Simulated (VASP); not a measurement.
A run of VASP 6.6.1:

The input INCAR:

```
SYSTEM = MgI2
PREC = Accurate ; ENCUT = 520
EDIFF = 1E-6 ; ISMEAR = 0
SIGMA = 0.05 ; LREAL = .False.
LASPH = .True. ; NELM = 60
ALGO = Normal ; ISIF = 2
LWAVE = .False. ; LCHARG = .False.
NBANDS = 15
```

The input KPOINTS:

```
regular mesh
0
Gamma
  6 6 4
  0 0 0
```

File POSCAR:

```
MgI2
1.0
    4.1834320243      0.0000000000      0.0000000000
   -2.0917160121      3.6229584080      0.0000000000
    0.0000000000      0.0000000000      6.8623682698
Mg I
1 2
Direct
    0.0000000000      0.0000000000      0.0000000000
    0.3333333333      0.6666666667      0.7448732377
    0.6666666667      0.3333333333      0.2551267623
```

Potentials or basis: VASP PAW LDA potentials, release 64 (Mg, I).

Launch:

```bash
$ cat potpaw_LDA.64/Mg/POTCAR potpaw_LDA.64/I/POTCAR > POTCAR
$ mpirun -np 1 vasp_std > vasp.out
```

Hardware: 1 thread of Intel(R) Xeon(R) Platinum 8488C (Sapphire Rapids), on a shared host.

Problem. How long does it take, and how much memory?

Solution. Wall time 16 s on 1 thread of Intel(R) Xeon(R) Platinum 8488C (Sapphire Rapids), on a shared host, peak memory 0.2 GiB. Counts: scf iterations 11, k points 24.
